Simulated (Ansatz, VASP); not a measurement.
Yb: VASP beside Ansatz

INCAR

```
SYSTEM = Yb
ALGO = Normal
EDIFF = 1E-8
ENCUT = 520
GGA = PE
ISIF = 2
ISMEAR = -1
LASPH = .True.
LCHARG = .False.
LEFG = .True.
LREAL = .False.
LWAVE = .False.
NBANDS = 18
NELM = 80
PREC = Accurate
SIGMA = 0.05
```

Contents of KPOINTS:

```
k-points
0
Gamma
  12 12 12
  0 0 0
```

File POSCAR:

```
Yb
1.0
    0.0000000000      2.7246893782      2.7246893782
    2.7246893782      0.0000000000      2.7246893782
    2.7246893782      2.7246893782      0.0000000000
Yb
1
Direct
    0.0000000000      0.0000000000      0.0000000000
```

Input for Ansatz:

```yaml
crystal:
  lattice:
    - [0.0, 2.7246893782, 2.7246893782]
    - [2.7246893782, 0.0, 2.7246893782]
    - [2.7246893782, 2.7246893782, 0.0]
  atoms:
    - { symbol: Yb, position: [0.0, 0.0, 0.0] }
kpoints:
  mp_grid: { grid: [12, 12, 12] }
scf:
  occupations: { method: fermi_dirac, width: 0.05 }
hamiltonian:
  xc: pbe
  pseudopotentials: { kind: paw }
output:
  forces: true
  stress: true
  eigenvalues: true
  efg: { contact_densities: true }
```

Change from the starting cell: volume scaled by 0.98, PAW files.

Alike in both runs: task electric field gradients; functional PBE; k mesh 12 × 12 × 12; occupations fermi-dirac, width 0.05 eV; no spin polarisation.

|  | VASP | Ansatz |
| --- | --- | --- |
| version | VASP 6.6.1 | Ansatz 0.2.0 |
| potentials or method | VASP PAW PBE potentials, release 64 (Yb) | PAW with Ansatz's default frozen-core files, scalar-relativistic |
| plane-wave cutoff (eV) | 520 | 420 |
| valence electrons in the cell | 24 | 24 |

VASP gave:

* pressure (GPa): -2.2

Problem. Estimate Ansatz's values.

Solution. Pressure (GPa): -1.9.

The functional is the same, so the differences come from potentials, cutoffs and numerics.

Neither program's run includes spin-orbit coupling.
